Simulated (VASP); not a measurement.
Input of a VASP 6.6.1 run:

The input INCAR:

```
SYSTEM = MgH16Cl2O8
PREC     = Accurate       ! precision mode
ENCUT    = 520            ! plane-wave cutoff, eV
EDIFF    = 1E-6           ! SCF threshold, eV
ISMEAR   = -1             ! smearing method
SIGMA    = 0.05           ! smearing width, eV
LREAL    = .FALSE.        ! projectors in reciprocal space
LASPH    = .TRUE.         ! aspherical terms in the spheres
NELM     = 120            ! most SCF steps
ALGO     = Normal         ! electronic algorithm
ISIF     = 2              ! what is computed and relaxed
LWAVE    = .FALSE.        ! write WAVECAR
LCHARG   = .FALSE.        ! write CHGCAR
GGA      = PE             ! functional
IVDW     = 12             ! dispersion correction
NELECT   = 73.0         
NBANDS   = 59             ! bands
GGA_COMPAT= .FALSE.
```

File KPOINTS:

```
Automatic mesh
0
G
  1 1 1
  0 0 0
```

Contents of POSCAR:

```
MgH16Cl2O8
1.0
    6.5187170000      0.0000000000      0.0000000000
    0.0000000000      6.5187170000      0.0000000000
    0.0000000000      0.0000000000      6.5187170000
O H Mg Cl
8 16 1 2
Direct
    0.7623125839      0.1283688186      0.6335909351
    0.0946658675      0.1863403489      0.3288223741
    0.8617339885      0.5925552528      0.9456768870
    0.0978259986     -0.0290854780      0.9029384156
    0.6930811692      0.7172270249      0.5960528736
    0.3951544453      0.4891146525      0.1070762851
    0.7842187351      0.4844204772      0.3114109724
    0.3634457517      0.7871947808      0.4140385294
    0.6605747726      0.2430232820      0.6462621402
    0.8813237329      0.1651091772      0.5426527950
    0.1201616821      0.0126251838      0.3399441945
    0.1558435502      0.2495736508      0.4540464021
    0.8520234887      0.4911549313      0.8270799300
    1.0108430846      0.5628254762      0.9977730280
    0.1571935091      0.1198088520      0.8746813215
    0.2176348505     -0.0865967950      1.0086340610
    0.5383728117      0.7318311257      0.5380353220
    0.7781439200      0.6040452439      0.4707368030
    0.3487956296      0.5250573081     -0.0421862155
    0.4774712570      0.3582453418      0.1134118876
    0.8123837866      0.5330496783      0.1491704579
    0.8441998633      0.3426134314      0.3294206513
    0.4453637119      0.8944091299      0.3455127750
    0.3646576466      0.6659285869      0.3159824241
    0.8112639343      0.8782863254      0.8404874763
    0.2607414925      0.3907210575      0.6914397419
    0.6110404854      0.0448707928      0.0893273937
```

Potentials or basis: VASP PAW PBE potentials, release 64 (O, H, Mg, Cl).

Launch:

```bash
$ cat potpaw_PBE.64/O/POTCAR potpaw_PBE.64/H/POTCAR potpaw_PBE.64/Mg/POTCAR potpaw_PBE.64/Cl/POTCAR > POTCAR
$ mpirun -np 1 vasp_gam > vasp.out
```

Predict the dispersion energy per atom.

-0.057 eV.

Predict the largest force.

4.524 eV/Å.

Forces in eV/Å, atoms in the order of the input:
```
O    0.237  0.083  0.393
O   -0.134 -3.635 -0.687
O    2.411 -1.765  0.144
O    3.806  1.205  2.129
O   -0.075 -0.857 -0.962
O   -0.524 -0.003 -0.557
O    0.395 -0.201 -1.020
O    0.163 -0.790  0.084
H    0.027 -0.488 -0.459
H   -0.529 -0.251  0.226
H   -0.556  3.361  0.073
H    0.835  0.145  0.103
H   -0.329  0.400  1.196
H   -1.452  0.668 -0.846
H   -0.942 -1.776  0.246
H   -2.488  0.825 -2.116
H    0.010 -0.022  0.825
H   -0.764  0.687 -0.075
H    1.096 -0.127  1.128
H   -0.232  0.336 -0.083
H   -0.761 -0.144  1.067
H   -0.186  0.425 -0.482
H    0.221  0.892 -0.235
H   -0.391 -0.014  0.037
Mg   0.096  0.030 -0.981
Cl   0.284  0.390  0.048
Cl  -0.219  0.626  0.802
```

Caveat: the k points lie up to 0.96 Å⁻¹ apart, too coarse for converged energies and pressures of a metal; the cell carries a net charge on a neutralising background, which shifts energy and pressure; an odd number of electrons without spin polarisation forces a metal; a magnetic or distorted state may lie lower.
